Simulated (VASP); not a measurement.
LiGa3, 4 atoms in the cell. It takes space group Pm-3m (No. 221, cubic). The conventional cell has a = 4.070 Å, b = 4.070 Å, c = 4.070 Å, α = 90.00°, β = 90.00°, γ = 90.00°. Within 3.8 Å of Li (site symmetry m-3m) lie 12 Ga at 2.88 Å. Ga (site symmetry 4/mmm) has 4 Li at 2.88 Å and 8 Ga at 2.88 Å within 3.8 Å. 

| Property | Result |
| --- | --- |
| Program | VASP 6.6.1 |
| Task | relaxation of cell and atoms |
| Functional | PBEsol |
| Dispersion | D4 |
| Potentials or basis | VASP PAW PBE potentials, release 64 (Li_sv, Ga_d) |
| Cutoff | 600 eV |
| k mesh | 6 × 6 × 6 |
| Occupations | gaussian, width 0.05 eV |
| Spin | no spin polarisation |
| Target pressure | 15 GPa |
| Dipole correction | no |
| Further INCAR settings | ALGO = Normal; EDIFF = 1e-06; IBRION = 2; EDIFFG = -0.02; NSW = 80; ISIF = 3 |

Potentials or basis: VASP PAW PBE potentials, release 64 (Li_sv, Ga_d).

Run with:

```bash
$ cat potpaw_PBE.64/Li_sv/POTCAR potpaw_PBE.64/Ga_d/POTCAR > POTCAR
$ mpirun -np 1 vasp_std > vasp.out
```

Hardware: 1 thread of AMD EPYC 9R45 96-Core Processor (Zen 5) (shared host).

Problem. How long does it take, and how much memory?

Solution. Run time: 64 s on 1 thread of AMD EPYC 9R45 96-Core Processor (Zen 5), on a shared host, peak memory 0.2 GiB. Counts: scf iterations 30, k points 20, ion steps 3.
